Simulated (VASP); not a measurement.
Wanted: the native input for a VASP 6.6.1 run.

* Task: single point
* Functional: PBE
* Potentials or basis: VASP PAW PBE potentials, release 64 (C)
* Cutoff: 520 eV
* k mesh: 6 × 6 × 6
* Occupations: gaussian, width 0.1 eV
* Spin: no spin polarisation
* Dipole correction: no
* Further INCAR settings: ALGO = Normal; EDIFF = 1e-07; NBANDS = 21

The structure of C lies in POSCAR:

```
C
1.0
    4.0489459985     -0.0000000032      0.0000000000
   -2.0244729965      3.5064900948      0.0000000000
    0.0000000000      0.0000000000      2.4610858339
C
6
Direct
    0.7173858617      0.0507257791      0.4857804414
    0.9492742209      0.6666600826      0.1524471081
    0.3333399174      0.2826141383      0.8191137747
    0.7174002894      0.6666674060      0.6524485019
    0.3333325940      0.0507328834      0.3191151686
    0.9492671166      0.2825997106      0.9857818353
```

The cell was generated, and may not be a known phase.

The input as run:

INCAR

```
SYSTEM = C
ALGO     = Normal         ! electronic algorithm
EDIFF    = 1E-7           ! SCF threshold, eV
ENCUT    = 520            ! plane-wave cutoff, eV
GGA      = PE             ! functional
ISIF     = 2              ! what is computed and relaxed
ISMEAR   = 0              ! smearing method
LASPH    = .TRUE.         ! aspherical terms in the spheres
LCHARG   = .FALSE.        ! write CHGCAR
LREAL    = .FALSE.        ! projectors in reciprocal space
LWAVE    = .FALSE.        ! write WAVECAR
NBANDS   = 21             ! bands
NELM     = 60             ! most SCF steps
PREC     = Accurate       ! precision mode
SIGMA    = 0.1            ! smearing width, eV
```

KPOINTS

```
k-points
0
G
  6 6 6
  0 0 0
```

Potentials or basis: VASP PAW PBE potentials, release 64 (C).

Command:

```bash
$ cat potpaw_PBE.64/C/POTCAR > POTCAR
$ mpirun -np 1 vasp_std > vasp.out
```

It gave:

```yaml
Pressure: 0.7 GPa
Largest_force: 0.031 eV/Å
Band_gap_on_the_k_mesh: 2.19 eV (least direct gap 4.93 eV)
```

Caveat: the k points lie up to 0.43 Å⁻¹ apart.

Run time: 52 s on 1 thread of Intel Xeon 8259CL (shared host), peak memory 0.15 GiB.
